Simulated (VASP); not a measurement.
# MgO (Fm-3m) in VASP: a series of runs

Runs on MgO. Level: LDA. Tasks: single point, relaxation of cell and atoms.

Program: VASP 6.6.1. These are calculated values, not measurements. Logs are shortened: lines on timing, memory, paths and dates and some standing lists are left out, and cuts for length are marked.

**1. The cell of the first run**

It takes space group Fm-3m (No. 225, cubic). The conventional cell has a = 4.220 Å, b = 4.220 Å, c = 4.220 Å, α = 90.00°, β = 90.00°, γ = 90.00°. Within 2.8 Å of Mg (site symmetry m-3m) lie 6 O at 2.11 Å. Within 2.8 Å of O (site symmetry m-3m) lie 6 Mg at 2.11 Å.

**2. Single point, LDA**

Contents of INCAR:

```
SYSTEM = MgO
PREC = Accurate ; ENCUT = 600
EDIFF = 1E-6 ; ISMEAR = 0
SIGMA = 0.1 ; LREAL = .FALSE.
LASPH = .TRUE. ; NELM = 120
ALGO = Normal ; ISIF = 2
LWAVE = .FALSE. ; LCHARG = .FALSE.
NBANDS = 11 ; GGA_COMPAT = .FALSE.
```

Contents of KPOINTS:

```
Automatic mesh
0
G
  8 8 8
  0 0 0
```

Contents of POSCAR:

```
MgO
1.0
    0.0000000000      2.1100000000      2.1100000000
    2.1100000000      0.0000000000      2.1100000000
    2.1100000000      2.1100000000      0.0000000000
Mg O
1 1
Direct
    0.0000000000      0.0000000000      0.0000000000
    0.5000000000      0.5000000000      0.5000000000
```

Potentials or basis: VASP PAW LDA potentials, release 64 (Mg, O).

On the command line:

```console
$ cat potpaw_LDA.64/Mg/POTCAR potpaw_LDA.64/O/POTCAR > POTCAR
$ mpirun -np 1 vasp_std > vasp.out
```

OUTCAR:

```text
SYSTEM = MgO
   PREC = Accurate
   ENCUT = 600
   EDIFF = 1E-6
   ISMEAR = 0
   LREAL = .FALSE.
   LASPH = .TRUE.
   NELM = 120
   ISIF = 2

 ion  position               nearest neighbor table
   1  0.000  0.000  0.000-   2 2.11   2 2.11   2 2.11   2 2.11   2 2.11   2 2.11
   2  0.500  0.500  0.500-   1 2.11   1 2.11   1 2.11   1 2.11   1 2.11   1 2.11

  LATTYP: Found a face centered cubic cell.
 ALAT       =     4.2200000000

  Lattice vectors:

 A1 = (   0.0000000000,   2.1100000000,   2.1100000000)
 A2 = (   2.1100000000,   0.0000000000,   2.1100000000)
 A3 = (   2.1100000000,   2.1100000000,   0.0000000000)

Analysis of symmetry for initial positions (statically):
=====================================================================
 Subroutine PRICEL returns:
 Original cell was already a primitive cell.

 Routine SETGRP: Setting up the symmetry group for a
 face centered cubic supercell.

 Subroutine GETGRP returns: Found 48 space group operations
 (whereof 48 operations were pure point group operations)
 out of a pool of 48 trial point group operations.

The static configuration has the point symmetry O_h .

Analysis of symmetry for dynamics (positions and initial velocities):
=====================================================================
 Subroutine PRICEL returns:
 Original cell was already a primitive cell.

 Routine SETGRP: Setting up the symmetry group for a
 face centered cubic supercell.

 Subroutine GETGRP returns: Found 48 space group operations
 (whereof 48 operations were pure point group operations)
 out of a pool of 48 trial point group operations.

The dynamic configuration has the point symmetry O_h .

 Subroutine INISYM returns: Found 48 space group operations
 (whereof 48 operations are pure point group operations),
 and found     1 'primitive' translations

----------------------------------------------------------------------------------------

                                     Primitive cell

  volume of cell :      18.7879

  direct lattice vectors                    reciprocal lattice vectors
     0.000000000  2.110000000  2.110000000    -0.236966825  0.236966825  0.236966825
     2.110000000  0.000000000  2.110000000     0.236966825 -0.236966825  0.236966825
     2.110000000  2.110000000  0.000000000     0.236966825  0.236966825 -0.236966825

  length of vectors
     2.983990617  2.983990617  2.983990617     0.410438580  0.410438580  0.410438580

  position of ions in fractional coordinates (direct lattice)
     0.000000000  0.000000000  0.000000000
     0.500000000  0.500000000  0.500000000

  ion indices of the primitive-cell ions
   primitive index   ion index
                 1           1
                 2           2

----------------------------------------------------------------------------------------

 KPOINTS: Automatic mesh

Automatic generation of k-mesh.
 Grid dimensions read from file:
 generate k-points for:    8    8    8

 Generating k-lattice:

  Cartesian coordinates                     Fractional coordinates (reciprocal lattice)
    -0.029620853  0.029620853  0.029620853     0.125000000  0.000000000  0.000000000
     0.029620853 -0.029620853  0.029620853     0.000000000  0.125000000  0.000000000
     0.029620853  0.029620853 -0.029620853     0.000000000  0.000000000  0.125000000

  Length of vectors
     0.051304822  0.051304822  0.051304822

  Shift w.r.t. Gamma in fractional coordinates (k-lattice)
     0.000000000  0.000000000  0.000000000

 Subroutine IBZKPT returns following result:
 ===========================================

 Found     29 irreducible k-points:

 Following reciprocal coordinates:
            Coordinates               Weight
  0.000000  0.000000  0.000000      1.000000
  0.125000  0.000000  0.000000      8.000000
  0.250000  0.000000  0.000000      8.000000
  0.375000  0.000000  0.000000      8.000000
  0.500000  0.000000  0.000000      4.000000
  0.125000  0.125000  0.000000      6.000000
[... 16 lines left out ...]
  0.500000  0.250000  0.125000     48.000000
 -0.375000  0.250000  0.125000     24.000000
 [... further k-points ...]
   k-points           NKPTS =     29   k-points in BZ     NKDIM =     29   number of bands    NBANDS=     11
   number of dos      NEDOS =    301   number of ions     NIONS =      2
   total plane-waves  NPLWV =  13824
   dimension x,y,z NGX =    24 NGY =   24 NGZ =   24
   dimension x,y,z NGXF=    48 NGYF=   48 NGZF=   48
   ions per type =               1   1
   NGX,Y,Z   is equivalent  to a cutoff of  13.37, 13.37, 13.37 a.u.
   NGXF,Y,Z  is equivalent  to a cutoff of  26.74, 26.74, 26.74 a.u.
 SYSTEM =  MgO
   PREC   = accura    normal or accurate (medium, high low for compatibility)
   ISTART =      0    job   : 0-new  1-cont  2-samecut
   ICHARG =      2    charge: 1-file 2-atom 10-const
   ISPIN  =      1    spin polarized calculation?
   LNONCOLLINEAR =      F non collinear calculations
   LSORBIT =      F    spin-orbit coupling
   LASPH  =      T    aspherical Exc in radial PAW
   ENCUT  =  600.0 eV  44.10 Ry    6.64 a.u.   5.96  5.96  5.96*2*pi/ulx,y,z
   NELM   =    120;   NELMIN=  2; NELMDL= -5     # of ELM steps
   EDIFF  = 0.1E-05   stopping-criterion for ELM
   LREAL  =      F    real-space projection
   EDIFFG = 0.1E-04   stopping-criterion for IOM
   NSW    =      0    number of steps for IOM
   IBRION =     -1    ionic relax: 0-MD 1-quasi-New 2-CG
   NFREE  =      0    steps in history (QN), initial steepest desc. (CG)
   ISIF   =      2    stress and relaxation
   ISYM   =      2    0-nonsym 1-usesym 2-fastsym
   POTIM  = 0.5000    time-step for ionic-motion
   TEBEG  =    0.0;   TEEND  =   0.0 temperature during run
   PSTRESS=    0.0 pullay stress
   NELECT =       8.0000    total number of electrons
   NUPDOWN=      -1.0000    fix difference up-down
   EMIN   =  10.00;   EMAX   =-10.00  energy-range for DOS
   EFERMI =   0.00;   METHOD = LEGACY
   ISMEAR =     0;   SIGMA  =   0.10  broadening in eV -4-tet -1-fermi 0-gaus
   EFERMI_NEDOS =   21; number of points for ismear=-14 and -15
   IALGO  =     38    algorithm
   IMIX   =      4    mixing-type and parameters
     AMIX     =   0.40;   BMIX     =  1.00
     AMIX_MAG =   1.60;   BMIX_MAG =  1.00
  volume/ion in A,a.u.               =       9.39        63.39
  Fermi-wavevector in a.u.,A,eV,Ry     =   1.231627  2.327437 20.638731  1.516904
  Thomas-Fermi vector in A             =   2.366429
   LORBIT       =      0    0 simple, 1 ext, 2 COOP (PROOUT), +10 PAW based schemes
   GGA     = CA    functional components
   LHFCALC =     F    Hartree Fock is set to
   AEXX    =    0.0000 exact exchange contribution
   IVDW    =     0    specifies the selected vdW correction
   LEPSILON=     F    determine dielectric tensor
   LRPA    =     F    only Hartree local field effects (RPA)
 non-spin polarized calculation
 Gauss-broadening in eV      SIGMA  =   0.10
  energy-cutoff  :      600.00
  volume of cell :       18.79
 maximum number of plane-waves:       638
   NGX = 11   NGY = 11   NGZ = 11

 number of electron       8.0000005 magnetization

 Free energy of the ion-electron system (eV)
  ---------------------------------------------------
  ext. energy  EPLUGINS =         0.00000000
  ---------------------------------------------------
  free energy    TOTEN  =       -13.42269608 eV

  energy without entropy =      -13.42269608  energy(sigma->0) =      -13.42269608

 E-fermi :   3.3443     XC(G=0): -11.5644

 val. band max:        2.8356433097   @ k =   0.0000   0.0000   0.0000
 cond. band min:       7.4384710638   @ k =   0.0000   0.0000   0.0000
 fundamental gap:      4.6028277541
 Fermi energy:         3.3443212383

 k-point     1 :       0.0000    0.0000    0.0000
  band No.  band energies     occupation
      1     -14.1361      2.00000
      2       2.8356      2.00000
      3       2.8356      2.00000
      4       2.8356      2.00000
      5       7.4385      0.00000
      6      18.3325      0.00000
      7      18.3325      0.00000
      8      18.3325      0.00000
      9      22.3422      0.00000
     10      23.9786      0.00000
     11      23.9786      0.00000

 k-point     2 :       0.1250    0.0000    0.0000
  band No.  band energies     occupation
      1     -13.9677      2.00000
      2       1.8718      2.00000
      3       2.7313      2.00000
      4       2.7313      2.00000
      5       8.3458      0.00000
      6      16.6838      0.00000
      7      18.6862      0.00000
      8      18.6862      0.00000
      9      22.9707      0.00000
     10      22.9707      0.00000
     11      24.4130      0.00000

 k-point     3 :       0.2500    0.0000    0.0000
  band No.  band energies     occupation
      1     -13.5282      2.00000
      2       0.1511      2.00000
      3       2.4915      2.00000
      4       2.4915      2.00000
      5       9.7635      0.00000
      6      15.1536      0.00000
      7      19.1538      0.00000
      8      19.1538      0.00000
      9      22.5823      0.00000
     10      22.5823      0.00000
     11      24.3881      0.00000

 k-point     4 :       0.3750    0.0000    0.0000
  band No.  band energies     occupation
      1     -13.0293      2.00000
      2      -1.2774      2.00000
      3       2.2662      2.00000
      4       2.2662      2.00000
      5      10.4481      0.00000
      6      14.9538      0.00000
      7      18.9530      0.00000
      8      18.9530      0.00000
      9      23.6124      0.00000
     10      23.8910      0.00000
     11      23.8910      0.00000
[... 239 lines left out ...]
 k-point    22 :       0.3750    0.2500    0.1250
  band No.  band energies     occupation
      1     -13.2122      2.00000
      2      -0.2073      2.00000
      3       1.6664      2.00000
      4       2.2136      2.00000
      5      11.1486      0.00000
      6      14.0816      0.00000
      7      17.5479      0.00000
      8      19.9997      0.00000
      9      20.6070      0.00000
     10      24.8879      0.00000
     11      28.1822      0.00000

 k-point    23 :       0.5000    0.2500    0.1250
  band No.  band energies     occupation
      1     -12.8182      2.00000
      2      -0.9132      2.00000
      3       1.0847      2.00000
      4       1.9580      2.00000
      5      12.1257      0.00000
      6      14.2481      0.00000
      7      16.3964      0.00000
      8      19.5960      0.00000
      9      22.1622      0.00000
     10      24.8525      0.00000
     11      28.3925      0.00000

 k-point    24 :      -0.3750    0.2500    0.1250
  band No.  band energies     occupation
      1     -12.6422      2.00000
      2      -1.2161      2.00000
      3       0.8762      2.00000
      4       1.8370      2.00000
      5      12.2976      0.00000
      6      14.7784      0.00000
      7      15.9731      0.00000
      8      19.3537      0.00000
      9      23.0235      0.00000
     10      24.4982      0.00000
     11      28.5340      0.00000

 [... further k-points ...]

------------------------ aborting loop because EDIFF is reached ----------------------------------------

  FORCE on cell =-STRESS in cart. coord.  units (eV):
  Direction    XX          YY          ZZ          XY          YZ          ZX
  --------------------------------------------------------------------------------------
  -------------------------------------------------------------------------------------
  Total       -1.0301353     -1.0301353     -1.0301353      0.0000000      0.0000000      0.0000000
  in kB      -87.8471141    -87.8471141    -87.8471141      0.0000000      0.0000000      0.0000000
  external PRESSURE =     -87.8471141 kB  Pullay stress =       0.0000000 kB

 VOLUME and BASIS-vectors are now :
 -----------------------------------------------------------------------------
  energy-cutoff  :      600.00
  volume of cell :       18.79
      direct lattice vectors                 reciprocal lattice vectors
     0.000000000  2.110000000  2.110000000    -0.236966825  0.236966825  0.236966825
     2.110000000  0.000000000  2.110000000     0.236966825 -0.236966825  0.236966825
     2.110000000  2.110000000  0.000000000     0.236966825  0.236966825 -0.236966825

 POSITION                                       TOTAL-FORCE (eV/Angst)
 -----------------------------------------------------------------------------------
      0.00000      0.00000      0.00000        -0.000000     -0.000000      0.000000
      2.11000      2.11000      2.11000         0.000000      0.000000     -0.000000
 -----------------------------------------------------------------------------------
    total drift:                               -0.000000     -0.000000      0.000000

  FREE ENERGIE OF THE ION-ELECTRON SYSTEM (eV)
  ---------------------------------------------------
  free  energy   TOTEN  =       -13.4226960766 eV

  energy  without entropy=      -13.4226960766  energy(sigma->0) =      -13.42269608
```

Run time: 12 s. Hardware: 1 thread of Intel Xeon 8259CL, shared host; peak memory 0.13 GiB.

Results:

| Quantity | Value |
| --- | --- |
| Free energy | -13.4227 eV |
| Pressure | -8.8 GPa |
| Band gap on the k mesh | 4.60 eV |

Caveat: the cell stands under tension.

**3. Single point, LDA**

This run uses another cell than the first one, of 9.00 Å³/atom.

Contents of INCAR:

```
PREC = Accurate ; ENCUT = 600
EDIFF = 1E-6 ; ISMEAR = 0
SIGMA = 0.02 ; LREAL = F
LASPH = T ; NELM = 120
ALGO = Normal ; ISIF = 2
LWAVE = F ; LCHARG = F
NBANDS = 11 ; GGA_COMPAT = F
```

Contents of KPOINTS:

```
regular mesh
0
Gamma
  10 10 10
```

Contents of POSCAR:

```
MgO
1.0
    0.0000000000      2.0803236596      2.0803236596
    2.0803236596      0.0000000000      2.0803236596
    2.0803236596      2.0803236596      0.0000000000
Mg O
1 1
Direct
    0.0000000000      0.0000000000      0.0000000000
    0.5000000000      0.5000000000      0.5000000000
```

Potentials or basis: VASP PAW LDA potentials, release 64 (Mg, O).

On the command line:

```console
$ cat potpaw_LDA.64/Mg/POTCAR potpaw_LDA.64/O/POTCAR > POTCAR
$ mpirun -np 1 vasp_std > vasp.out
```

Run time: 13 s. Hardware: 1 thread of Intel Xeon 8259CL, shared host; peak memory 0.14 GiB.

The run converged. Its results:

```
Free energy            : -13.4480 eV
Pressure               : -2.1 GPa
Band gap on the k mesh : 5.03 eV
```

Levels at points of the mesh, in eV from the valence-band top:
```tsv
k point	band 1	band 2	band 3	band 4	band 5	band 6	band 7	band 8	band 9
(0.00, 0.00, 0.00)	-17.20	0.00	0.00	0.00	5.03	15.73	15.73	15.73	19.85
(0.50, 0.00, 0.00)	-15.75	-4.87	-0.71	-0.71	7.97	12.82	16.38	16.38	21.11
(0.50, 0.50, 0.00)	-15.46	-4.31	-1.43	-1.43	8.93	10.11	13.28	19.19	19.19
```

**4. Single point, LDA**

This run uses another cell than the first one, of 9.00 Å³/atom.

Contents of INCAR:

```
SYSTEM = MgO
ALGO = Normal
EDIFF = 1E-6
ENCUT = 600
GGA_COMPAT = .FALSE.
ISIF = 2
ISMEAR = 0
LASPH = .TRUE.
LCHARG = .TRUE.
LELF = .TRUE.
LREAL = .FALSE.
LVHAR = .TRUE.
LWAVE = .FALSE.
NBANDS = 11
NELM = 120
PREC = Accurate
SIGMA = 0.02
```

Contents of KPOINTS:

```
k-points
0
G
  10 10 10
  0 0 0
```

POSCAR is that of step 3.

On the command line:

```console
$ cat potpaw_LDA.64/Mg/POTCAR potpaw_LDA.64/O/POTCAR > POTCAR
$ mpirun -np 1 vasp_std > vasp.out
```

Run time: 16 s. Hardware: 1 thread of Intel Xeon 8259CL, shared host; peak memory 0.13 GiB.

The run converged. Its results:

| Item | Value |
| --- | --- |
| Free energy | -13.4480 eV |
| Pressure | -2.1 GPa |
| Band gap on the k mesh | 5.03 eV |

Levels at points of the mesh, in eV from the valence-band top:
```tsv
k point	band 2	band 3	band 4	band 5	band 6	band 7
(0.00, 0.00, 0.00)	0.00	0.00	0.00	5.03	15.73	15.73
(0.50, 0.00, 0.00)	-4.87	-0.71	-0.71	7.97	12.82	16.38
(0.50, 0.50, 0.00)	-4.31	-1.43	-1.43	8.93	10.11	13.28
```

(Part 1 of 2 ends here.)
